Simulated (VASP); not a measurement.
A run of VASP 6.6.1 is set up as follows.

Contents of INCAR:

```
SYSTEM = Co
PREC = Accurate
ENCUT = 520
EDIFF = 1E-6
ISMEAR = -1
SIGMA = 0.05
LREAL = .FALSE.
LASPH = .TRUE.
NELM = 150
ALGO = Normal
ISIF = 2
LWAVE = .FALSE.
LCHARG = .TRUE.
ISPIN = 2
MAGMOM = 2 2 2 2
LORBIT = 11
LMAXMIX = 4
GGA = B5
ALDAX = 1.0
AGGAX = 1.0
AGGAC = 1.0
ALDAC = 0.0
LELF = .TRUE.
LVHAR = .TRUE.
NBANDS = 30
```

KPOINTS

```
regular mesh
0
G
  12 12 4
  0 0 0
```

File POSCAR:

```
Co
1.0
    2.5190164704      0.0000000000      0.0000000000
   -1.2595082352      2.1815322559      0.0000000000
    0.0000000000      0.0000000000      8.2468668932
Co
4
Direct
    0.6666666667      0.3333333333      0.7500000000
    0.0000000000      0.0000000000      0.5000000000
    0.3333333333      0.6666666667      0.2500000000
    0.0000000000      0.0000000000      0.0000000000
```

Potentials or basis: VASP PAW PBE potentials, release 64 (Co).

Command:

```sh
$ cat potpaw_PBE.64/Co/POTCAR > POTCAR
$ mpirun -np 1 vasp_std > vasp.out
```

Problem. Predict the net moment.

Solution. 6.62 μB per cell.

Problem. Predict the pressure.

Solution. 0.9 GPa.

Stress tensor (GPa, compression positive):
```
 2.00  0.00  0.00
 0.00  2.00  0.00
 0.00  0.00 -1.18
```

Caveat: the PAW data sets were made with another functional, which shifts forces and pressure a little.
